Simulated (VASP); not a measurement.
# BeTe (I-4m2) in VASP: single point with HSE06

Aim: the single point of BeTe with HSE06.

Everything below comes from runs of VASP 6.6.1. Logs are shortened: lines on timing, memory, paths and dates and some standing lists are left out, and cuts for length are marked.

**1. The cell of the first run**

Symmetry: I-4m2, No. 119, tetragonal system. Conventional cell: a = 4.000 Å, b = 4.000 Å, c = 5.485 Å, α = 90.00°, β = 90.00°, γ = 90.00°. Within 3.2 Å of Be (site symmetry -4m2) lie 4 Te at 2.43 Å. Te (site symmetry -4m2) has 4 Be at 2.43 Å within 3.2 Å.

**2. Single point, HSE06 (uniaxial z strain -3.0%)**

The input, POSCAR:

```
BeTe
1.0
    0.0000000000      2.8286236287      2.7426334704
    2.8286236287      0.0000000000      2.7426334704
    2.8286236287      2.8286236287      0.0000000000
Be Te
1 1
Direct
    0.0000000000      0.0000000000      0.0000000000
    0.2500000000      0.2500000000      0.2500000000
```

The input, INCAR.step1:

```
SYSTEM = BeTe
ALGO = Normal
EDIFF = 1E-5
ENCUT = 520
GGA = PE
ISIF = 2
ISMEAR = 0
LASPH = .TRUE.
LCHARG = .FALSE.
LREAL = .FALSE.
LWAVE = .TRUE.
NBANDS = 11
NELM = 100
PREC = Accurate
SIGMA = 0.01
```

The input, INCAR.step2:

```
SYSTEM = BeTe
ALGO = Normal
EDIFF = 1E-6
ENCUT = 520
GGA = PE
HFSCREEN = 0.2079
ISIF = 2
ISMEAR = 0
ISTART = 1
LASPH = .TRUE.
LCHARG = .FALSE.
LHFCALC = .TRUE.
LREAL = .FALSE.
LWAVE = .FALSE.
NBANDS = 11
NELM = 100
PREC = Accurate
PRECFOCK = Normal
SIGMA = 0.01
```

The input, KPOINTS:

```
k-points
0
G
  6 6 6
  0 0 0
```

Potentials or basis: VASP PAW PBE potentials, release 64 (Be, Te).

Command:

```bash
> cat potpaw_PBE.64/Be/POTCAR potpaw_PBE.64/Te/POTCAR > POTCAR
> cp INCAR.step1 INCAR
> mpirun -np 1 vasp_std > vasp.out
> cp INCAR.step2 INCAR
> mpirun -np 1 vasp_std > vasp.out
```

OUTCAR:

```text
SYSTEM = BeTe
   EDIFF = 1E-6
   ENCUT = 520
   GGA = PE
   HFSCREEN = 0.2079
   ISIF = 2
   ISMEAR = 0
   ISTART = 1
   LASPH = .TRUE.
   LHFCALC = .TRUE.
   LREAL = .FALSE.
   NELM = 100
   PREC = Accurate
   PRECFOCK = Normal

 ion  position               nearest neighbor table
   1  0.000  0.000  0.000-   2 2.43   2 2.43   2 2.43   2 2.43
   2  0.250  0.250  0.250-   1 2.43   1 2.43   1 2.43   1 2.43

  LATTYP: Found a body centered tetragonal cell.
 ALAT       =     4.0002778986
 C/A-ratio  =     1.3712214701

  Lattice vectors:

 A1 = (   0.0000000000,  -2.8286236287,  -2.7426334704)
 A2 = (   0.0000000000,   2.8286236287,  -2.7426334704)
 A3 = (   2.8286236287,   0.0000000000,   2.7426334704)

Analysis of symmetry for initial positions (statically):
=====================================================================
 Subroutine PRICEL returns:
 Original cell was already a primitive cell.

 Routine SETGRP: Setting up the symmetry group for a
 body centered tetragonal supercell.

 Subroutine GETGRP returns: Found  8 space group operations
 (whereof  8 operations were pure point group operations)
 out of a pool of 16 trial point group operations.

The static configuration has the point symmetry D_2d.

Analysis of symmetry for dynamics (positions and initial velocities):
=====================================================================
 Subroutine PRICEL returns:
 Original cell was already a primitive cell.

 Routine SETGRP: Setting up the symmetry group for a
 body centered tetragonal supercell.

 Subroutine GETGRP returns: Found  8 space group operations
 (whereof  8 operations were pure point group operations)
 out of a pool of 16 trial point group operations.

The dynamic configuration has the point symmetry D_2d.

 Subroutine INISYM returns: Found  8 space group operations
 (whereof  8 operations are pure point group operations),
 and found     1 'primitive' translations

----------------------------------------------------------------------------------------

                                     Primitive cell

  volume of cell :      43.8882

  direct lattice vectors                    reciprocal lattice vectors
     0.000000000  2.828623629  2.742633470    -0.176764415  0.176764415  0.182306533
     2.828623629  0.000000000  2.742633470     0.176764415 -0.176764415  0.182306533
     2.828623629  2.828623629  0.000000000     0.176764415  0.176764415 -0.182306533

  length of vectors
     3.939942891  3.939942891  4.000277899     0.309397784  0.309397784  0.309397784

  position of ions in fractional coordinates (direct lattice)
     0.000000000  0.000000000  0.000000000
     0.250000000  0.250000000  0.250000000

  ion indices of the primitive-cell ions
   primitive index   ion index
                 1           1
                 2           2

----------------------------------------------------------------------------------------

 KPOINTS: k-points

Automatic generation of k-mesh.
 Grid dimensions read from file:
 generate k-points for:    6    6    6

 Generating k-lattice:

  Cartesian coordinates                     Fractional coordinates (reciprocal lattice)
    -0.029460736  0.029460736  0.030384422     0.166666667  0.000000000  0.000000000
     0.029460736 -0.029460736  0.030384422     0.000000000  0.166666667  0.000000000
     0.029460736  0.029460736 -0.030384422     0.000000000  0.000000000  0.166666667

  Length of vectors
     0.051566297  0.051566297  0.051566297

  Shift w.r.t. Gamma in fractional coordinates (k-lattice)
     0.000000000  0.000000000  0.000000000

 Subroutine IBZKPT returns following result:
 ===========================================

 Found     30 irreducible k-points:

 Following reciprocal coordinates:
            Coordinates               Weight
  0.000000  0.000000  0.000000      1.000000
  0.166667  0.000000  0.000000      8.000000
  0.333333  0.000000  0.000000      8.000000
  0.500000  0.000000  0.000000      4.000000
  0.166667  0.166667  0.000000      2.000000
  0.333333  0.166667  0.000000      8.000000
[... 16 lines left out ...]
  0.333333  0.000000  0.333333      4.000000
  0.500000  0.000000  0.333333     16.000000
 [... further k-points ...]
   k-points           NKPTS =     30   k-points in BZ     NKDIM =    216   number of bands    NBANDS=     11
   number of dos      NEDOS =    301   number of ions     NIONS =      2
   total plane-waves  NPLWV =  27000
   dimension x,y,z NGX =    30 NGY =   30 NGZ =   30
   dimension x,y,z NGXF=    60 NGYF=   60 NGZF=   60
   ions per type =               1   1
   NGX,Y,Z   is equivalent  to a cutoff of  12.66, 12.66, 12.47 a.u.
   NGXF,Y,Z  is equivalent  to a cutoff of  25.32, 25.32, 24.94 a.u.
 SYSTEM =  BeTe
   PREC   = accura    normal or accurate (medium, high low for compatibility)
   ISTART =      1    job   : 0-new  1-cont  2-samecut
   ICHARG =      0    charge: 1-file 2-atom 10-const
   ISPIN  =      1    spin polarized calculation?
   LNONCOLLINEAR =      F non collinear calculations
   LSORBIT =      F    spin-orbit coupling
   LASPH  =      T    aspherical Exc in radial PAW
   ENCUT  =  520.0 eV  38.22 Ry    6.18 a.u.   7.33  7.33  7.44*2*pi/ulx,y,z
   NELM   =    100;   NELMIN=  2; NELMDL=  0     # of ELM steps
   EDIFF  = 0.1E-05   stopping-criterion for ELM
   LREAL  =      F    real-space projection
   EDIFFG = 0.1E-04   stopping-criterion for IOM
   NSW    =      0    number of steps for IOM
   IBRION =     -1    ionic relax: 0-MD 1-quasi-New 2-CG
   NFREE  =      0    steps in history (QN), initial steepest desc. (CG)
   ISIF   =      2    stress and relaxation
   ISYM   =      3    0-nonsym 1-usesym 2-fastsym
   POTIM  = 0.5000    time-step for ionic-motion
   TEBEG  =    0.0;   TEEND  =   0.0 temperature during run
   PSTRESS=    0.0 pullay stress
   NELECT =       8.0000    total number of electrons
   NUPDOWN=      -1.0000    fix difference up-down
   EMIN   =  10.00;   EMAX   =-10.00  energy-range for DOS
   EFERMI =   0.00;   METHOD = LEGACY
   ISMEAR =     0;   SIGMA  =   0.01  broadening in eV -4-tet -1-fermi 0-gaus
   EFERMI_NEDOS =   21; number of points for ismear=-14 and -15
   IALGO  =     38    algorithm
   IMIX   =      1    mixing-type and parameters
     AMIX     =   0.40;   BMIX     =  1.00
     AMIX_MAG =   1.60;   BMIX_MAG =  1.00
  volume/ion in A,a.u.               =      21.94       148.09
  Fermi-wavevector in a.u.,A,eV,Ry     =   0.928230  1.754100 11.722921  0.861610
  Thomas-Fermi vector in A             =   2.054384
   LORBIT       =      0    0 simple, 1 ext, 2 COOP (PROOUT), +10 PAW based schemes
   GGA     = PE    functional components
   LHFCALC =     T    Hartree Fock is set to
   PRECFOCK=normal    Normal, Fast or Accurate (Low or Medium for compatibility)
   ENCUT4O =  -1.0   cutoff for four orbital integrals eV
   NKREDX  =     1    reduce k-point grid by
   NKREDY  =     1    reduce k-point grid by
   NKREDZ  =     1    reduce k-point grid by
   AEXX    =    0.2500 exact exchange contribution
   HFSCREEN=    0.2079 screening length (either q_TF or 0.3 A-1)
   HFSCREENC=   0.2079 screening length for correlation (either q_TF or 0.3 A-1)
   ENCUTFOCK=  -1.0 apply spherical cutoff to Coloumb kernel
   IVDW    =     0    specifies the selected vdW correction
   LEPSILON=     F    determine dielectric tensor
   LRPA    =     F    only Hartree local field effects (RPA)
 non-spin polarized calculation
 Gauss-broadening in eV      SIGMA  =   0.01
  energy-cutoff  :      520.00
  volume of cell :       43.89
 maximum number of plane-waves:      1219
 NGX is ok and might be reduce to    30
  NGX = 24; NGY = 24; NGZ = 24

 number of electron       7.9999999 magnetization

 Free energy of the ion-electron system (eV)
  ---------------------------------------------------
  ext. energy  EPLUGINS =         0.00000000
  ---------------------------------------------------
  free energy    TOTEN  =        -8.74544091 eV

  energy without entropy =       -8.74544091  energy(sigma->0) =       -8.74544091

 E-fermi :   4.9965     XC(G=0):  -7.6216

 val. band max:        4.9282550340   @ k =   0.0000   0.0000   0.0000
 cond. band min:       7.2676189541   @ k =   0.5000   0.5000   0.0000
 fundamental gap:      2.3393639201
 Fermi energy:         4.9964884200

 k-point     1 :       0.0000    0.0000    0.0000
  band No.  band energies     occupation
      1      -8.7581      2.00000
      2       4.7601      2.00000
      3       4.7601      2.00000
      4       4.9283      2.00000
      5       9.2373      0.00000
      6       9.2981      0.00000
      7       9.2981      0.00000
      8       9.5304      0.00000
      9      14.2188      0.00000
     10      15.8275      0.00000
     11      16.4248      0.00000

 k-point     2 :       0.1667    0.0000    0.0000
  band No.  band energies     occupation
      1      -8.4616      2.00000
      2       2.6396      2.00000
      3       4.3223      2.00000
      4       4.4899      2.00000
      5       9.1032      0.00000
      6       9.8655      0.00000
      7       9.8703      0.00000
      8      11.6377      0.00000
      9      14.7343      0.00000
     10      14.7982      0.00000
     11      15.1206      0.00000

 k-point     3 :       0.3333    0.0000    0.0000
  band No.  band energies     occupation
      1      -7.7119      2.00000
      2      -0.1528      2.00000
      3       3.6793      2.00000
      4       3.9258      2.00000
      5       8.7863      0.00000
      6      10.2531      0.00000
      7      10.4369      0.00000
      8      13.7076      0.00000
      9      15.1872      0.00000
     10      15.5484      0.00000
     11      15.6266      0.00000
[... 267 lines left out ...]
 k-point    23 :       0.3333    0.0000    0.3333
  band No.  band energies     occupation
      1      -7.3754      2.00000
      2       0.3102      2.00000
      3       2.4040      2.00000
      4       2.4728      2.00000
      5       7.8156      0.00000
      6       9.0892      0.00000
      7      13.5787      0.00000
      8      14.1367      0.00000
      9      16.0115      0.00000
     10      18.0190      0.00000
     11      18.1458      0.00000

 k-point    24 :       0.5000    0.0000    0.3333
  band No.  band energies     occupation
      1      -6.8275      2.00000
      2      -0.5849      2.00000
      3       1.3080      2.00000
      4       2.2774      2.00000
      5       8.1153      0.00000
      6       9.7646      0.00000
      7      13.8045      0.00000
      8      14.3947      0.00000
      9      16.8498      0.00000
     10      18.2482      0.00000
     11      18.7812      0.00000

 [... further k-points ...]
[... 5 lines left out ...]
  --------------------------------------------------------------------------------------
  -------------------------------------------------------------------------------------
  Total        0.0803662      0.0803662      0.6072576      0.0000000      0.0000000      0.0000000
  in kB        2.9338359      2.9338359     22.1684570      0.0000000      0.0000000      0.0000000
  external PRESSURE =       9.3453763 kB  Pullay stress =       0.0000000 kB

 VOLUME and BASIS-vectors are now :
 -----------------------------------------------------------------------------
  energy-cutoff  :      520.00
  volume of cell :       43.89
      direct lattice vectors                 reciprocal lattice vectors
     0.000000000  2.828623629  2.742633470    -0.176764415  0.176764415  0.182306533
     2.828623629  0.000000000  2.742633470     0.176764415 -0.176764415  0.182306533
     2.828623629  2.828623629  0.000000000     0.176764415  0.176764415 -0.182306533

 POSITION                                       TOTAL-FORCE (eV/Angst)
 -----------------------------------------------------------------------------------
      0.00000      0.00000      0.00000         0.000000      0.000000     -0.000000
      1.41431      1.41431      1.37132        -0.000000     -0.000000      0.000000
 -----------------------------------------------------------------------------------
    total drift:                               -0.000000      0.000000     -0.000000

  FREE ENERGIE OF THE ION-ELECTRON SYSTEM (eV)
  ---------------------------------------------------
  free  energy   TOTEN  =        -8.7454409086 eV

  energy  without entropy=       -8.7454409086  energy(sigma->0) =       -8.74544091
```

Run time: 37 min. Hardware: 1 thread of Oxide Virtual Turin-like, shared host; peak memory 0.27 GiB.

Results:

```
Free energy            : -8.7454 eV
Pressure               : 0.9 GPa
Band gap on the k mesh : 2.34 eV, indirect (least direct gap 4.31 eV)
```

Stress tensor (GPa, compression positive):
```
0.29 0.00 0.00
0.00 0.29 0.00
0.00 0.00 2.22
```

Levels at points of the mesh, in eV from the valence-band top:
| k point | band 1 | band 2 | band 3 | band 4 | band 5 | band 6 | band 7 | band 8 |
| --- | --- | --- | --- | --- | --- | --- | --- | --- |
| (0.00, 0.00, 0.00) | -13.69 | -0.17 | -0.17 | 0.00 | 4.31 | 4.37 | 4.37 | 4.60 |
| (0.50, 0.00, 0.00) | -12.12 | -6.34 | -1.51 | -1.23 | 3.73 | 5.24 | 5.50 | 8.73 |
| (0.50, 0.50, 0.00) | -11.45 | -5.75 | -3.21 | -3.21 | 2.34 | 3.06 | 11.10 | 11.10 |
| (0.50, 0.00, 0.50) | -11.59 | -5.93 | -3.01 | -2.95 | 2.55 | 3.33 | 10.95 | 11.10 |

Caveat: the cell differs from its parent crystal (uniaxial z strain -3.0%); the PAW data sets were made with another functional, which shifts forces and pressure a little; spin-orbit coupling is left out, which moves the levels of the heavy elements.
